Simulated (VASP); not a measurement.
# Co (Fd-3m) in VASP: relaxation of cell and atoms with PBEsol

Aim: the relaxation of cell and atoms of Co with PBEsol.

Program: VASP 6.6.1. These are calculated values, not measurements. Logs are shortened: lines on timing, memory, paths and dates and some standing lists are left out, and cuts for length are marked.

## Step 1: The cell of the first run

It takes space group Fd-3m (No. 227, cubic). Conventional cell: a = 4.765 Å, b = 4.765 Å, c = 4.765 Å, α = 90.00°, β = 90.00°, γ = 90.00°. Within 2.7 Å of Co (site symmetry -43m) lie 4 Co at 2.06 Å.

## Step 2: Relaxation of cell and atoms, PBEsol, collinear spin, ferromagnetic start, target pressure -6.6 GPa, at which the enthalpy is minimised

INCAR

```
SYSTEM = Co
  ALGO = Normal
  EDIFF = 1E-6
  EDIFFG = -0.005
  ENCUT = 600
  GGA = PS
  IBRION = 2
  ISIF = 3
  ISMEAR = -1
  ISPIN = 2
  LASPH = .True.
  LCHARG = .False.
  LMAXMIX = 4
  LORBIT = 11
  LREAL = .False.
  LWAVE = .False.
  MAGMOM = 1.7 1.7
  NELM = 150
  NSW = 60
  PREC = Accurate
  PSTRESS = -66.0
  SIGMA = 0.08
```

KPOINTS

```
k-points
0
Gamma
  14 14 14
  0 0 0
```

POSCAR

```
Co
1.0
    0.0000000000      2.3822851537      2.3822851537
    2.3822851537      0.0000000000      2.3822851537
    2.3822851537      2.3822851537      0.0000000000
Co
2
Direct
   -0.1250000000     -0.1250000000     -0.1250000000
    0.1250000000      0.1250000000      0.1250000000
```

Potentials or basis: VASP PAW PBE potentials, release 64 (Co).

On the command line:

```console
$ cat potpaw_PBE.64/Co/POTCAR > POTCAR
$ mpirun -np 1 vasp_std > vasp.out
```

OUTCAR:

```text
SYSTEM = Co
   EDIFF = 1E-6
   EDIFFG = -0.005
   ENCUT = 600
   GGA = PS
   IBRION = 2
   ISIF = 3
   ISMEAR = -1
   ISPIN = 2
   LASPH = .True.
   LORBIT = 11
   LREAL = .False.
   NELM = 150
   NSW = 60
   PREC = Accurate
   PSTRESS = -66.0

 ion  position               nearest neighbor table
   1  0.875  0.875  0.875-   2 2.06   2 2.06   2 2.06   2 2.06
   2  0.125  0.125  0.125-   1 2.06   1 2.06   1 2.06   1 2.06

  LATTYP: Found a face centered cubic cell.
 ALAT       =     4.7645703074

  Lattice vectors:

 A1 = (   0.0000000000,   2.3822851537,   2.3822851537)
 A2 = (   2.3822851537,   0.0000000000,   2.3822851537)
 A3 = (   2.3822851537,   2.3822851537,   0.0000000000)

Analysis of symmetry for initial positions (statically):
=====================================================================
 Subroutine PRICEL returns:
 Original cell was already a primitive cell.

 Routine SETGRP: Setting up the symmetry group for a
 face centered cubic supercell.

 Subroutine GETGRP returns: Found 48 space group operations
 (whereof 12 operations were pure point group operations)
 out of a pool of 48 trial point group operations.

The static configuration has the point symmetry D_3d.
 The point group associated with its full space group is O_h .

Analysis of symmetry for dynamics (positions and initial velocities):
=====================================================================
 Subroutine PRICEL returns:
 Original cell was already a primitive cell.

 Routine SETGRP: Setting up the symmetry group for a
 face centered cubic supercell.

 Subroutine GETGRP returns: Found 48 space group operations
 (whereof 12 operations were pure point group operations)
 out of a pool of 48 trial point group operations.

The dynamic configuration has the point symmetry D_3d.
 The point group associated with its full space group is O_h .

Analysis of structural, dynamic, and magnetic symmetry:
=====================================================================
 Subroutine PRICEL returns:
 Original cell was already a primitive cell.

 Routine SETGRP: Setting up the symmetry group for a
 face centered cubic supercell.

 Subroutine GETGRP returns: Found 48 space group operations
 (whereof 12 operations were pure point group operations)
 out of a pool of 48 trial point group operations.

The overall configuration has the point symmetry D_3d.
 The point group associated with its full space group is O_h .

 Subroutine INISYM returns: Found 48 space group operations
 (whereof 12 operations are pure point group operations),
 and found     1 'primitive' translations

----------------------------------------------------------------------------------------

                                     Primitive cell

  volume of cell :      27.0403

  direct lattice vectors                    reciprocal lattice vectors
     0.000000000  2.382285154  2.382285154    -0.209882515  0.209882515  0.209882515
     2.382285154  0.000000000  2.382285154     0.209882515 -0.209882515  0.209882515
     2.382285154  2.382285154  0.000000000     0.209882515  0.209882515 -0.209882515

  length of vectors
     3.369059974  3.369059974  3.369059974     0.363527180  0.363527180  0.363527180

  position of ions in fractional coordinates (direct lattice)
     0.875000000  0.875000000  0.875000000
     0.125000000  0.125000000  0.125000000

  ion indices of the primitive-cell ions
   primitive index   ion index
                 1           1
                 2           2

----------------------------------------------------------------------------------------

 KPOINTS: k-points

Automatic generation of k-mesh.
 Grid dimensions read from file:
 generate k-points for:   14   14   14

 Generating k-lattice:

  Cartesian coordinates                     Fractional coordinates (reciprocal lattice)
    -0.014991608  0.014991608  0.014991608     0.071428571  0.000000000  0.000000000
     0.014991608 -0.014991608  0.014991608     0.000000000  0.071428571  0.000000000
     0.014991608  0.014991608 -0.014991608     0.000000000  0.000000000  0.071428571

  Length of vectors
     0.025966227  0.025966227  0.025966227

  Shift w.r.t. Gamma in fractional coordinates (k-lattice)
     0.000000000  0.000000000  0.000000000

 Subroutine IBZKPT returns following result:
 ===========================================

 Found    104 irreducible k-points:

 Following reciprocal coordinates:
            Coordinates               Weight
  0.000000  0.000000  0.000000      1.000000
  0.071429  0.000000  0.000000      8.000000
  0.142857  0.000000  0.000000      8.000000
  0.214286  0.000000  0.000000      8.000000
  0.285714  0.000000  0.000000      8.000000
  0.357143  0.000000  0.000000      8.000000
[... 16 lines left out ...]
  0.214286  0.142857  0.000000     24.000000
  0.285714  0.142857  0.000000     24.000000
 [... further k-points ...]
   k-points           NKPTS =    104   k-points in BZ     NKDIM =    104   number of bands    NBANDS=     15
   number of dos      NEDOS =    301   number of ions     NIONS =      2
   total plane-waves  NPLWV =  21952
   dimension x,y,z NGX =    28 NGY =   28 NGZ =   28
   dimension x,y,z NGXF=    56 NGYF=   56 NGZF=   56
   ions per type =               2
   NGX,Y,Z   is equivalent  to a cutoff of  13.82, 13.82, 13.82 a.u.
   NGXF,Y,Z  is equivalent  to a cutoff of  27.63, 27.63, 27.63 a.u.
 SYSTEM =  Co
   PREC   = accura    normal or accurate (medium, high low for compatibility)
   ISTART =      0    job   : 0-new  1-cont  2-samecut
   ICHARG =      2    charge: 1-file 2-atom 10-const
   ISPIN  =      2    spin polarized calculation?
   LNONCOLLINEAR =      F non collinear calculations
   LSORBIT =      F    spin-orbit coupling
   LASPH  =      T    aspherical Exc in radial PAW
   ENCUT  =  600.0 eV  44.10 Ry    6.64 a.u.   6.73  6.73  6.73*2*pi/ulx,y,z
   NELM   =    150;   NELMIN=  2; NELMDL= -5     # of ELM steps
   EDIFF  = 0.1E-05   stopping-criterion for ELM
   LREAL  =      F    real-space projection
   EDIFFG = -.5E-02   stopping-criterion for IOM
   NSW    =     60    number of steps for IOM
   IBRION =      2    ionic relax: 0-MD 1-quasi-New 2-CG
   NFREE  =      1    steps in history (QN), initial steepest desc. (CG)
   ISIF   =      3    stress and relaxation
   ISYM   =      2    0-nonsym 1-usesym 2-fastsym
   POTIM  = 0.5000    time-step for ionic-motion
   TEBEG  =    0.0;   TEEND  =   0.0 temperature during run
   PSTRESS=  -66.0 pullay stress
   NELECT =      18.0000    total number of electrons
   NUPDOWN=      -1.0000    fix difference up-down
   EMIN   =  10.00;   EMAX   =-10.00  energy-range for DOS
   EFERMI =   0.00;   METHOD = LEGACY
   ISMEAR =    -1;   SIGMA  =   0.08  broadening in eV -4-tet -1-fermi 0-gaus
   EFERMI_NEDOS =   21; number of points for ismear=-14 and -15
   IALGO  =     38    algorithm
   IMIX   =      4    mixing-type and parameters
     AMIX     =   0.40;   BMIX     =  1.00
     AMIX_MAG =   1.60;   BMIX_MAG =  1.00
  volume/ion in A,a.u.               =      13.52        91.24
  Fermi-wavevector in a.u.,A,eV,Ry     =   1.429427  2.701225 27.800254  2.043261
  Thomas-Fermi vector in A             =   2.549382
   LORBIT       =     11    0 simple, 1 ext, 2 COOP (PROOUT), +10 PAW based schemes
   GGA     = PS    functional components
   LHFCALC =     F    Hartree Fock is set to
   AEXX    =    0.0000 exact exchange contribution
   IVDW    =     0    specifies the selected vdW correction
   LEPSILON=     F    determine dielectric tensor
   LRPA    =     F    only Hartree local field effects (RPA)
 conjugate gradient relaxation of ions
 spin polarized calculation
  energy-cutoff  :      600.00
  volume of cell :       27.04
 maximum number of plane-waves:       934
   NGX = 13   NGY = 13   NGZ = 13

--------------------------------------- Ionic step        1  -------------------------------------------

 number of electron      18.0000005 magnetization       0.0309415

 number of electron      18.0000005 magnetization      -0.0142214

 Free energy of the ion-electron system (eV)
  ---------------------------------------------------
  ext. energy  EPLUGINS =         0.00000000
  ---------------------------------------------------
  free energy    TOTEN  =       -12.65969046 eV

  energy without entropy =      -12.58091036  energy(sigma->0) =      -12.62030041

------------------------ aborting loop because EDIFF is reached ----------------------------------------

  FORCE on cell =-STRESS in cart. coord.  units (eV):
  Direction    XX          YY          ZZ          XY          YZ          ZX
  --------------------------------------------------------------------------------------
  -------------------------------------------------------------------------------------
  Total        1.0840923      1.0840923      1.0840923     -0.0000000      0.0000000      0.0000000
  in kB       64.2340936     64.2340936     64.2340936     -0.0000000      0.0000000      0.0000000
  external PRESSURE =     130.2340936 kB  Pullay stress =     -66.0000000 kB
[... 65 lines left out ...]
--------------------------------------- Ionic step        3  -------------------------------------------

 number of electron      17.9999991 magnetization      -0.0000196

 number of electron      17.9999990 magnetization       0.0000817

 Free energy of the ion-electron system (eV)
  ---------------------------------------------------
  ext. energy  EPLUGINS =         0.00000000
  ---------------------------------------------------
  free energy    TOTEN  =       -12.64923754 eV

  energy without entropy =      -12.55800594  energy(sigma->0) =      -12.60362174

 E-fermi :   6.2002     XC(G=0): -11.5601

 val. band max:        6.1991252195   @ k =   0.3571   0.1429   0.0714
 cond. band min:       6.2018924383   @ k =   0.4286   0.3571   0.0000
 fundamental gap:      0.0027672188
 Fermi energy:         6.2001971500

 spin component 1

 k-point     1 :       0.0000    0.0000    0.0000
  band No.  band energies     occupation
      1      -0.7390      1.00000
      2       3.1655      1.00000
      3       3.1655      1.00000
      4       3.3162      1.00000
      5       3.3162      1.00000
      6       3.3162      1.00000
      7       5.1420      1.00000
      8       5.1420      1.00000
      9       5.1420      1.00000
     10       6.4948      0.02453
     11       6.4948      0.02453
     12      19.5068      0.00000
     13      19.5068      0.00000
     14      19.5068      0.00000
     15      19.7971      0.00000
[... 399 lines left out ...]
      1       0.6790      1.00000
      2       2.6681      1.00000
      3       3.2991      1.00000
      4       3.3869      1.00000
      5       3.5531      1.00000
      6       3.9436      1.00000
      7       4.3325      1.00000
      8       5.3253      0.99998
      9       5.4576      0.99991
     10       6.1938      0.52007
     11       6.6219      0.00511
     12      12.5848      0.00000
     13      14.8273      0.00000
     14      16.4400      0.00000
     15      17.8929      0.00000

 [... further k-points ...]

 spin component 2

 k-point     1 :       0.0000    0.0000    0.0000
  band No.  band energies     occupation
      1      -0.7390      1.00000
      2       3.1656      1.00000
      3       3.1656      1.00000
      4       3.3162      1.00000
      5       3.3162      1.00000
      6       3.3162      1.00000
      7       5.1421      1.00000
      8       5.1421      1.00000
      9       5.1421      1.00000
     10       6.4949      0.02452
     11       6.4949      0.02452
     12      19.5068      0.00000
     13      19.5068      0.00000
     14      19.5068      0.00000
     15      19.7971      0.00000
[... 443 lines left out ...]
  FREE ENERGIE OF THE ION-ELECTRON SYSTEM (eV)
  ---------------------------------------------------
  free  energy   TOTEN  =       -12.6492375390 eV

  energy  without entropy=      -12.5580059398  energy(sigma->0) =      -12.60362174

  enthalpy is  TOTEN    =       -13.8689020805 eV   P V=       -1.2196645416

 reached required accuracy - stopping structural energy minimisation

 total charge

# of ion       s       p       d       tot
------------------------------------------
    1        0.556   0.413   7.364   8.333
    2        0.556   0.413   7.364   8.333
--------------------------------------------------
tot          1.112   0.825  14.728  16.665

 magnetization (x)

# of ion       s       p       d       tot
------------------------------------------
    1       -0.000   0.000   0.000   0.000
    2       -0.000   0.000   0.000   0.000
--------------------------------------------------
tot         -0.000   0.000   0.000   0.000
```

Wall time 13 min (1 thread of AMD EPYC 7R13, shared host); peak memory 0.2 GiB.

What came out:

| Quantity | Value |
| --- | --- |
| Free energy | -12.6492 eV |
| Relaxed volume | 14.80 Å³/atom |
| Relaxed cell | a = 3.472 Å, b = 3.472 Å, c = 3.472 Å, α = 60.00°, β = 60.00°, γ = 60.00° |
| Space group after relaxing (to 0.05 Å) | Fd-3m (No. 227) |
| Energy change on relaxing (the enthalpy is what falls) | +5.2 meV/atom |
| Ionic steps | 3 |
| Pressure after relaxing | -6.5 GPa |
| Band gap on the k mesh | zero (filled and empty bands overlap) |
| Net moment | 0.00 μB per cell |
| Valence electrons inside the program's atomic spheres | Co 8.33 |

The path:
```tsv
step	energy change (eV)	largest force (eV/Å)	pressure (GPa)	volume (Å³)
1	0.0000	0.0000	6.42	27.04
2	0.1335	0.0000	-13.01	31.57
3	0.0105	0.0000	-6.55	29.61
```

Final structure:
```
Co
1.0
     0.00000    2.45542    2.45542
     2.45542    0.00000    2.45542
     2.45542    2.45542    0.00000
Co
2
Cartesian
  4.2970 4.2970 4.2970
  0.6139 0.6139 0.6139
```

Caveat: the starting moments collapsed, and a magnetic state may lie lower; the cell is relaxed towards a set pressure, so the enthalpy falls and the energy may rise; the PAW data sets were made with another functional, which shifts forces and pressure a little.
